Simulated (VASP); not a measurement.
# AlSi62 (a cell with a defect) in VASP: further runs, part 2 of 3

VASP 6.6.1. The steps go on from the part before.

### Step 3. Single point, LDA, collinear spin, zero start

Input file INCAR:

```
SYSTEM = AlSi62
ALGO     = Normal         ! electronic algorithm
EDIFF    = 1E-7           ! SCF threshold, eV
ENCUT    = 520            ! plane-wave cutoff, eV
GGA      = CA             ! functional
ISIF     = 2              ! what is computed and relaxed
ISMEAR   = 0              ! smearing method
ISPIN    = 2              ! spin polarisation
LASPH    = .True.         ! aspherical terms in the spheres
LCHARG   = .False.        ! write CHGCAR
LORBIT   = 11             ! projections on sites
LREAL    = Auto         
LWAVE    = .False.        ! write WAVECAR
MAGMOM   = 0 0 0 0 0 0 0 0 0 0 0 0 0 0 0 0 0 0 0 0 0 0 0 0 0 0 0 0 0 0 0 0 0 0 0 0 0 0 0 0 0 0 0 0 0 0 0 0 0 0 0 0 0 0 0 0 0 0 0 0 0 0 0 ! initial moments
NBANDS   = 166            ! bands
NELECT   = 249.0        
NELM     = 150            ! most SCF steps
PREC     = Accurate       ! precision mode
SIGMA    = 0.02           ! smearing width, eV
```

Input file KPOINTS:

```
k-points
0
Gamma
  1 1 1
  0 0 0
```

Input file POSCAR:

```
AlSi62
1.0
   10.8600000000      0.0000000000      0.0000000000
    0.0000000000     10.8600000000      0.0000000000
    0.0000000000      0.0000000000     10.8600000000
Si Al
62 1
Direct
    0.4994637201      0.0005362799     -0.0010088398
    0.6258338858      0.1239067219      0.1264129834
    0.7507741252      0.2489623389     -0.0015270718
    0.8808828729      0.3722839779      0.1191171271
    0.7513872007     -0.0022913444      0.2486127993
    0.8735870166      0.1239067219      0.3741661142
    0.0000464088     -0.0002036832     -0.0000464088
    0.1267301105      0.1226746777      0.1257000000
    0.2446929098      0.2553070902      0.0048288214
    0.3773253223      0.3732698895      0.1257000000
    0.5002036832      0.4999535912     -0.0000464088
    0.6278374770      0.6228966851      0.1228966851
    0.7550029466      0.7449970534     -0.0023629834
    0.8771033149      0.8721625230      0.1228966851
    0.2511040516     -0.0006894107      0.2512894107
    0.3746372007      0.1253627993      0.3766283610
    0.5006894107      0.2488959484      0.2512894107
    0.6261539595      0.3741607735      0.3738460405
    0.7550029466      0.4976370166      0.2449970534
    0.8771033149      0.6228966851      0.3721625230
    0.5000617864     -0.0000617864      0.4999382136
    0.6233716390      0.1253627993      0.6253627993
    0.7487105893      0.2488959484      0.4993105893
    0.8743000000      0.3732698895      0.6226746777
    0.7487105893     -0.0006894107      0.7488959484
    0.8743000000      0.1226746777      0.8732698895
    0.1277160221      0.6191171271      0.1191171271
    0.2510376611      0.7492258748     -0.0015270718
    0.3760932781      0.8741661142      0.1264129834
    0.0015270718      0.2489623389      0.2492258748
    0.1263142726      0.3736857274      0.3744142726
    0.2510376611      0.4984729282      0.2492258748
    0.3760932781      0.6264129834      0.3741661142
    0.5022913444      0.7486127993      0.2486127993
    0.6257125230      0.8742874770      0.3742874770
    0.0010088398      0.0005362799      0.5005362799
    0.1229895948      0.1294744936      0.6294744936
    0.2491603131      0.2508396869      0.5026534070
    0.3705255064      0.3770104052      0.6294744936
    0.4994637201      0.4989911602      0.5005362799
    0.6258338858      0.6264129834      0.6239067219
    0.7513872007      0.7486127993      0.4977086556
    0.8735870166      0.8741661142      0.6239067219
    0.2491603131      0.0026534070      0.7508396869
    0.3705255064      0.1294744936      0.8770104052
    0.4973465930      0.2508396869      0.7508396869
    0.6255857274      0.3736857274      0.8736857274
    0.7507741252      0.4984729282      0.7489623389
    0.8808828729      0.6191171271      0.8722839779
    0.0023629834      0.7449970534      0.2449970534
    0.1258392265      0.8738460405      0.3738460405
    0.0000464088      0.4999535912      0.4997963168
    0.1267301105      0.6257000000      0.6226746777
    0.2511040516      0.7512894107      0.4993105893
    0.3746372007      0.8766283610      0.6253627993
   -0.0048288214      0.2553070902      0.7553070902
    0.2446929098      0.5048288214      0.7553070902
    0.3773253223      0.6257000000      0.8732698895
    0.5006894107      0.7512894107      0.7488959484
    0.6261539595      0.8738460405      0.8741607735
    0.0015270718      0.7492258748      0.7489623389
    0.1263142726      0.8744142726      0.8736857274
    0.0963354512      0.4036645488     -0.0963354512
```

Potentials or basis: VASP PAW LDA potentials, release 64 (Si, Al).

On the command line:

```console
$ cat potpaw_LDA.64/Si/POTCAR potpaw_LDA.64/Al/POTCAR > POTCAR
$ mpirun -np 1 vasp_gam > vasp.out
```

OUTCAR:

```text
SYSTEM = AlSi62
   EDIFF = 1E-7
   ENCUT = 520
   GGA = CA
   ISIF = 2
   ISMEAR = 0
   ISPIN = 2
   LASPH = .True.
   LORBIT = 11
   LREAL = Auto
   NELECT = 249.0
   NELM = 150
   PREC = Accurate

 ion  position               nearest neighbor table
   1  0.499  0.001  0.999-   2 2.37  29 2.37  60 2.37  45 2.38
   2  0.626  0.124  0.126-   5 2.34  17 2.35   1 2.37   3 2.37
   3  0.751  0.249  0.998-   4 2.35  47 2.35  26 2.35   2 2.37
   4  0.881  0.372  0.119-   3 2.35  30 2.35  19 2.36
   5  0.751  0.998  0.249-   2 2.34   6 2.34  35 2.35  14 2.36
   6  0.874  0.124  0.374-   5 2.34  23 2.35  36 2.37  30 2.37
   7  0.000  1.000  1.000-  14 2.34   8 2.35  26 2.35  62 2.37
   8  0.127  0.123  0.126-   9 2.33  15 2.34  30 2.35   7 2.35
   9  0.245  0.255  0.005-   8 2.33  10 2.33  45 2.38  63 2.53
  10  0.377  0.373  0.126-   9 2.33  17 2.34  32 2.35  11 2.35
[... 39 lines left out ...]
  50  0.002  0.745  0.245-  14 2.35  20 2.35  27 2.36  51 2.39
  51  0.126  0.874  0.374-  15 2.34  54 2.34  36 2.37  50 2.39
  52  0.000  0.500  0.500-  20 2.34  24 2.35  53 2.35  31 2.37
  53  0.127  0.626  0.623-  57 2.33  54 2.34  61 2.35  52 2.35
  54  0.251  0.751  0.499-  51 2.34  53 2.34  55 2.35  33 2.35
  55  0.375  0.877  0.625-  21 2.35  54 2.35  59 2.35  44 2.36
  56  0.995  0.255  0.755-  24 2.33  26 2.33  37 2.38  63 2.53
  57  0.245  0.505  0.755-  53 2.33  58 2.33  39 2.38  63 2.53
  58  0.377  0.626  0.873-  57 2.33  59 2.34  28 2.35  11 2.35
  59  0.501  0.751  0.749-  60 2.34  58 2.34  55 2.35  41 2.35
  60  0.626  0.874  0.874-  25 2.34  59 2.34   1 2.37  13 2.39
  61  0.002  0.749  0.749-  49 2.35  62 2.35  53 2.35  43 2.37
  62  0.126  0.874  0.874-  44 2.35  28 2.35  61 2.35   7 2.37
  63  0.096  0.404  0.904-   9 2.53  56 2.53  57 2.53

  LATTYP: Found a simple cubic cell.
 ALAT       =    10.8600000000

  Lattice vectors:

 A1 = (  10.8600000000,   0.0000000000,   0.0000000000)
 A2 = (   0.0000000000,  10.8600000000,   0.0000000000)
 A3 = (   0.0000000000,   0.0000000000,  10.8600000000)

Analysis of symmetry for initial positions (statically):
=====================================================================
 Subroutine PRICEL returns:
[... 442 lines left out ...]
      1      -6.2474      1.00000
      2      -5.2224      1.00000
      3      -5.2224      1.00000
      4      -5.1977      1.00000
      5      -5.1977      1.00000
      6      -5.1390      1.00000
[... 128 lines left out ...]
    135       6.7591      0.00000
    136       6.7954      0.00000
 [bands above 136 left out]

------------------------ aborting loop because EDIFF is reached ----------------------------------------

  FORCE on cell =-STRESS in cart. coord.  units (eV):
  Direction    XX          YY          ZZ          XY          YZ          ZX
  --------------------------------------------------------------------------------------
  -------------------------------------------------------------------------------------
  Total      -31.3817167    -31.3817167    -31.3817167      4.5474158     -4.5474158      4.5474158
  in kB      -39.2552551    -39.2552551    -39.2552551      5.6883430     -5.6883430      5.6883430
  external PRESSURE =     -39.2552551 kB  Pullay stress =       0.0000000 kB

 VOLUME and BASIS-vectors are now :
 -----------------------------------------------------------------------------
  energy-cutoff  :      520.00
  volume of cell :     1280.82
      direct lattice vectors                 reciprocal lattice vectors
    10.860000000  0.000000000  0.000000000     0.092081031  0.000000000  0.000000000
     0.000000000 10.860000000  0.000000000     0.000000000  0.092081031  0.000000000
     0.000000000  0.000000000 10.860000000     0.000000000  0.000000000  0.092081031

 POSITION                                       TOTAL-FORCE (eV/Angst)
 -----------------------------------------------------------------------------------
      5.42418      0.00582     10.84904         0.000561     -0.000561     -0.008139
      6.79656      1.34563      1.37284        -0.000847     -0.009281     -0.001963
      8.15341      2.70373     10.84342         0.002241      0.010362     -0.001062
      9.56639      4.04300      1.29361         0.003595     -0.004021     -0.003595
      8.16006     10.83512      2.69994        -0.005031      0.011132      0.005031
      9.48716      1.34563      4.06344         0.001963     -0.009281      0.000847
[... 55 lines left out ...]
      1.37177      9.49614      9.48823         0.002743      0.002007     -0.002743
      1.04620      4.38380      9.81380        -0.016455      0.016455      0.016455
 -----------------------------------------------------------------------------------
    total drift:                                0.010730     -0.010730     -0.010730

  FREE ENERGIE OF THE ION-ELECTRON SYSTEM (eV)
  ---------------------------------------------------
  free  energy   TOTEN  =      -375.7608766860 eV

  energy  without entropy=     -375.7495928949  energy(sigma->0) =     -375.75523479

 total charge

# of ion       s       p       d       tot
------------------------------------------
    1        0.756   0.929   0.000   1.685
    2        0.752   0.940   0.000   1.692
    3        0.750   0.943   0.000   1.694
    4        0.784   0.856   0.000   1.639
    5        0.746   0.955   0.000   1.701
    6        0.752   0.940   0.000   1.692
[... 55 lines left out ...]
   62        0.747   0.953   0.000   1.700
   63        0.422   0.333   0.000   0.755
--------------------------------------------------
tot         46.977  58.802   0.000 105.779

 magnetization (x)

# of ion       s       p       d       tot
------------------------------------------
    1        0.000  -0.000   0.000  -0.000
    2       -0.000  -0.000   0.000  -0.000
    3       -0.000  -0.000   0.000  -0.000
    4        0.000  -0.000   0.000  -0.000
    5       -0.000  -0.000   0.000  -0.000
    6       -0.000  -0.000   0.000  -0.000
[... 55 lines left out ...]
   62       -0.000  -0.000   0.000  -0.000
   63       -0.000  -0.000   0.000  -0.000
--------------------------------------------------
tot         -0.000  -0.000   0.000  -0.000
```

stdout:

```text
POSCAR found type information on POSCAR SiAl
 POSCAR found :  2 types and      63 ions
 scaLAPACK will be used
 LDA part: xc-table for (Slater(with rela. corr.)+CA(PZ))
 , standard interpolation
 POSCAR, INCAR and KPOINTS ok, starting setup
 FFT: planning ... GRIDC
 FFT: planning ... GRID_SOFT
 FFT: planning ... GRID
 WAVECAR not read
 entering main loop
 the old and the new charge density differ
 old charge density:   251.00000 new  249.00000
    0.279E+01
```

Wall time 14 min (1 thread of Intel Xeon Platinum 8488C (Sapphire Rapids), shared host); peak memory 0.94 GiB.

What came out:

```
Free energy                                           : -375.7609 eV
Largest force                                         : 0.029 eV/Å
Net moment                                            : 0.00 μB per cell
Valence electrons inside the program's atomic spheres : Si 1.69, 1.64, 1.70, 1.71 (each value once); Al 0.76
```

Forces on the atoms (eV/Å):
```
Si   0.001 -0.001 -0.008
Si  -0.001 -0.009 -0.002
Si   0.002  0.010 -0.001
Si   0.004 -0.004 -0.004
Si  -0.005  0.011  0.005
Si   0.002 -0.009  0.001
Si   0.001 -0.007 -0.001
Si   0.002  0.000 -0.005
Si   0.006 -0.006  0.013
Si   0.000 -0.002 -0.005
Si   0.007 -0.001 -0.001
Si  -0.008  0.005  0.005
Si   0.009 -0.009  0.003
Si  -0.005  0.008  0.005
Si  -0.006 -0.008  0.006
Si   0.001 -0.001 -0.005
Si   0.008  0.006  0.006
Si   0.001  0.009 -0.001
Si   0.009  0.003 -0.009
Si  -0.005  0.005  0.008
Si   0.005 -0.005 -0.005
Si   0.005 -0.001 -0.001
Si  -0.006  0.006 -0.008
Si   0.005 -0.002  0.000
Si  -0.006 -0.008  0.006
Si   0.005  0.000 -0.002
Si   0.004 -0.004 -0.004
Si  -0.010 -0.002 -0.001
Si   0.009  0.001 -0.002
Si   0.001  0.010 -0.002
Si   0.003 -0.003  0.002
Si  -0.010 -0.001 -0.002
Si   0.009 -0.002  0.001
Si  -0.011  0.005  0.005
Si   0.008 -0.008 -0.008
Si   0.008 -0.001 -0.001
Si  -0.005  0.008  0.008
Si   0.001 -0.001 -0.003
Si  -0.008  0.005  0.008
Si   0.001 -0.008 -0.001
Si  -0.001 -0.002 -0.009
Si  -0.005  0.005  0.011
Si   0.002  0.001 -0.009
Si   0.001 -0.003 -0.001
Si  -0.008  0.008  0.005
Si   0.003 -0.001 -0.001
Si  -0.002 -0.003 -0.003
Si   0.002 -0.001  0.010
Si   0.004 -0.004 -0.004
Si  -0.003 -0.009 -0.009
Si  -0.009 -0.001 -0.001
Si   0.001 -0.001 -0.007
Si   0.002 -0.005  0.000
Si  -0.006  0.006 -0.008
Si   0.001 -0.005 -0.001
Si  -0.013 -0.006 -0.006
Si   0.006  0.013 -0.006
Si   0.000 -0.005 -0.002
Si   0.008  0.006  0.006
Si   0.001 -0.001  0.009
Si   0.001 -0.002  0.010
Si   0.003  0.002 -0.003
Al  -0.016  0.016  0.016
```

Caveat: the k points lie up to 0.58 Å⁻¹ apart; the cell carries a net charge on a neutralising background, which shifts energy and pressure; the cell is charged against a uniform background, so pressure and absolute levels hang on convention.

### Step 4. Single point, LDA, collinear spin, zero start

Input file INCAR:

```
PREC = Accurate ; ENCUT = 520
EDIFF = 1E-6 ; ISMEAR = 0
SIGMA = 0.02 ; LREAL = Auto
LASPH = T ; NELM = 150
ALGO = Normal ; ISIF = 2
LWAVE = F ; LCHARG = F
ISPIN = 2 ; MAGMOM = 0 0 0 0 0 0 0 0 0 0 0 0 0 0 0 0 0 0 0 0 0 0 0 0 0 0 0 0 0 0 0 0 0 0 0 0 0 0 0 0 0 0 0 0 0 0 0 0 0 0 0 0 0 0 0 0 0 0 0 0 0 0 0
LORBIT = 11 ; GGA = CA
NBANDS = 166 ; NELECT = 249.0
```

Input file KPOINTS:

```
Automatic mesh
0
Gamma
  1 1 1
```

Input file POSCAR:

```
AlSi62
1.0
   10.8600000000      0.0000000000      0.0000000000
    0.0000000000     10.8600000000      0.0000000000
    0.0000000000      0.0000000000     10.8600000000
Si Al
62 1
Direct
    0.4991503683      0.0007571823      0.0007604972
    0.6245172192      0.1230189687      0.1256152855
    0.7477307551      0.2484370166      0.0016179558
    0.8775944751      0.3682325967      0.1229148250
    0.7506287293     -0.0016488950      0.2498525783
    0.8748695212      0.1229949355      0.3759816759
   -0.0008389503     -0.0001354512      0.0013388582
    0.1237641805      0.1253875691      0.1254717311
    0.2466638122      0.2532780847      0.0022837937
    0.3745588398      0.3761418969      0.1254317680
    0.5000786372      0.5007677716      0.0012604972
    0.6276063536      0.6239168508      0.1244135359
    0.7535302026      0.7463886740     -0.0015283610
    0.8760209024      0.8722881215      0.1244170350
    0.2516627072      0.0002898711      0.2507403315
    0.3744459484      0.1254717311      0.3764607735
    0.4996267035      0.2482500000      0.2507315838
    0.6254464088      0.3756292818      0.3749994475
    0.7534946593      0.4979822284      0.2469712707
    0.8760441068      0.6239012891      0.3728244936
    0.4997860958      0.0001603131      0.5006909761
    0.6239918048      0.1255081952      0.6260314917
    0.7497113260      0.2482581952      0.5007910681
    0.8750158379      0.3761546041      0.6258702578
    0.7497217311      0.0003283610      0.7488100368
    0.8750343462      0.1254147330      0.8767097606
    0.1317988950      0.6222170350      0.1227584715
    0.2515798343      0.7522789134      0.0015097606
    0.3769047882      0.8754262431      0.1256903315
   -0.0010934622      0.2484350829      0.2528231123
    0.1255075506      0.3744976980      0.3752575506
    0.2515603131      0.5009825046      0.2527934622
    0.3769113260      0.6251380295      0.3759160221
    0.5016147330      0.7493466851      0.2498863720
    0.6254404236      0.8745313996      0.3750659300
   -0.0002442910      0.0007490792      0.5013463168
    0.1241363720      0.1286079190      0.6291298343
    0.2488626151      0.2511496317      0.5020483425
    0.3714920810      0.3758349908      0.6290390424
    0.4991851750      0.5002850829      0.5012848987
    0.6245269797      0.6251990792      0.6235434622
    0.7506429098      0.7493783610      0.4988959484
    0.8748504604      0.8754425414      0.6236269797
    0.2488711786      0.0015245856      0.7516150092
    0.3713735727      0.1285837937      0.8763816759
    0.4984799263      0.2511688766      0.7517146409
    0.6253005525      0.3745189687      0.8750207182
    0.7476888582      0.5010307551      0.7488961326
    0.8776923573      0.6222125230      0.8687007366
    0.0019700737      0.7463861878      0.2468911602
    0.1243633517      0.8743918969      0.3749283610
   -0.0008176796      0.5007567219      0.5003538674
    0.1238012891      0.6249738490      0.6258667587
    0.2516805709      0.7502056169      0.5008068140
    0.3744848987      0.8759292818      0.6259542357
   -0.0018476980      0.2533063536      0.7538010129
    0.2468694291      0.5018354512      0.7536041436
    0.3745947514      0.6249458564      0.8766328729
    0.4997021179      0.7502610497      0.7487709945
    0.6255246777      0.8744381215      0.8761124309
   -0.0010053407      0.7522780847      0.7489860958
    0.1255392265      0.8748002762      0.8750021179
    0.0168944751      0.4830217311     -0.0164060773
```

On the command line:

```console
$ cat potpaw_LDA.64/Si/POTCAR potpaw_LDA.64/Al/POTCAR > POTCAR
$ mpirun -np 1 vasp_gam > vasp.out
```

Run time: 8 min. Hardware: 1 thread of Intel Xeon Platinum 8559C (Emerald Rapids), shared host; peak memory 0.91 GiB.

The run converged. Its results:

```yaml
Free_energy: -375.7549 eV
Largest_force: 0.047 eV/Å
Net_moment: 0.02 μB per cell
Valence_electrons_inside_the_program's_atomic_spheres: Si 1.70, 1.71, 1.69, 1.64 (each value once); Al 0.78
```

Forces in eV/Å, atoms in the order of the input:
```
Si   0.000  0.000 -0.009
Si  -0.001  0.002  0.008
Si   0.000  0.003 -0.005
Si  -0.004 -0.006  0.009
Si   0.000  0.000  0.000
Si  -0.009  0.002  0.001
Si   0.004  0.002 -0.007
Si   0.000  0.007  0.002
Si  -0.004 -0.001  0.002
Si  -0.003  0.002  0.001
Si  -0.001 -0.003  0.001
Si   0.002 -0.003 -0.001
Si   0.004 -0.004 -0.003
Si   0.002  0.000 -0.002
Si  -0.004 -0.001  0.002
Si   0.000  0.000  0.004
Si   0.005  0.005  0.001
Si   0.002 -0.011 -0.004
Si  -0.002  0.002  0.000
Si   0.001  0.001  0.001
Si   0.001  0.003  0.000
Si  -0.003  0.001  0.000
Si   0.000  0.004  0.000
Si  -0.001  0.002  0.005
Si   0.001 -0.001  0.003
Si  -0.002  0.002  0.000
Si   0.006  0.018  0.014
Si  -0.005 -0.006  0.003
Si   0.002  0.000  0.001
Si   0.003  0.002 -0.002
Si  -0.004 -0.002 -0.003
Si  -0.003  0.004 -0.006
Si  -0.001  0.004  0.005
Si   0.000 -0.001 -0.003
Si  -0.003  0.006  0.001
Si   0.010  0.001 -0.002
Si  -0.002 -0.001 -0.004
Si  -0.002 -0.001 -0.003
Si   0.000 -0.002  0.000
Si   0.001 -0.005  0.001
Si   0.001  0.000 -0.001
Si   0.004 -0.002 -0.004
Si  -0.005  0.001 -0.002
Si   0.001 -0.002  0.000
Si   0.005 -0.002 -0.003
Si   0.003 -0.003 -0.002
Si   0.001  0.001  0.002
Si   0.005  0.002  0.002
Si  -0.012  0.019 -0.005
Si   0.004 -0.004 -0.002
Si   0.001  0.004  0.003
Si   0.002  0.002  0.006
Si  -0.004 -0.005  0.006
Si  -0.002  0.001 -0.005
Si  -0.004  0.003  0.005
Si   0.003 -0.001  0.001
Si  -0.006  0.003  0.003
Si  -0.001  0.001  0.001
Si  -0.003  0.000  0.003
Si   0.000  0.002  0.000
Si  -0.003 -0.006  0.004
Si  -0.007 -0.006  0.003
Al   0.025 -0.032 -0.024
```

Levels at points of the mesh, in eV from the Fermi level:
Spin up:
```
           k point  band 123  band 124  band 125  band 126  band 127  band 128
(0.00, 0.00, 0.00)     -0.16     -0.15      0.00      0.70      0.70      0.83
```
Spin down:
| k point | band 121 | band 122 | band 123 | band 124 | band 125 | band 126 | band 127 | band 128 |
| --- | --- | --- | --- | --- | --- | --- | --- | --- |
| (0.00, 0.00, 0.00) | -0.65 | -0.65 | -0.16 | -0.15 | 0.00 | 0.70 | 0.70 | 0.83 |

Caveat: the k points lie up to 0.58 Å⁻¹ apart; the cell carries a net charge on a neutralising background, which shifts energy and pressure; the cell is charged against a uniform background, so pressure and absolute levels hang on convention.

(Continued in part 3 of 3.)
